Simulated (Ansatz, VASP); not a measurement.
# Two plane-wave programs on Li2O

File INCAR:

```
PREC = Accurate
ENCUT = 750
EDIFF = 1E-6
ISMEAR = 0
SIGMA = 0.1
LREAL = F
LASPH = T
NELM = 120
ALGO = Normal
ISIF = 2
LWAVE = F
LCHARG = F
GGA = PE
NBANDS = 13
GGA_COMPAT = F
```

File KPOINTS:

```
Automatic mesh
0
Gamma
  6 6 6
```

File POSCAR:

```
Li2O
1.0
    0.0000000000      2.3135000000      2.3135000000
    2.3135000000      0.0000000000      2.3135000000
    2.3135000000      2.3135000000      0.0000000000
Li O
2 1
Direct
    0.2500000000      0.2500000000      0.2500000000
    0.7500000000      0.7500000000      0.7500000000
    0.0000000000      0.0000000000      0.0000000000
```

Input for Ansatz:

```yaml
crystal:
  lattice:
    - [0.0, 2.3135, 2.3135]
    - [2.3135, 0.0, 2.3135]
    - [2.3135, 2.3135, 0.0]
  atoms:
    - { symbol: Li, position: [0.25, 0.25, 0.25] }
    - { symbol: Li, position: [0.75, 0.75, 0.75] }
    - { symbol: O, position: [0.0, 0.0, 0.0] }
basis:
  ecutwfc: 420
kpoints:
  mp_grid: { grid: [6, 6, 6] }
hamiltonian:
  xc: pbe
  pseudopotentials: { kind: paw, azcp: { folder: soft_1 } }
scf:
  occupations: { method: gaussian, width: 0.1 }
output:
  forces: true
  stress: true
  eigenvalues: true
```

Alike in both runs: task single point; functional PBE; k mesh 6 × 6 × 6; occupations gaussian, width 0.1 eV; no spin polarisation.

|  | VASP | Ansatz |
| --- | --- | --- |
| version | VASP 6.6.1 | Ansatz 0.2.0 |
| potentials or method | VASP PAW PBE potentials, release 64 (Li_sv, O), cutoff 750 eV | scalar-relativistic, plane waves, PAW |
| valence electrons in the cell | 12 | 12 |

```csv
,VASP,Ansatz,Ansatz less VASP
gap on the k mesh at the Fermi level (eV),4.97,4.98,+0.014
least direct gap on the mesh (eV),5.23,5.23,0.000
pressure (GPa),-0.4,-0.1,+0.29
```
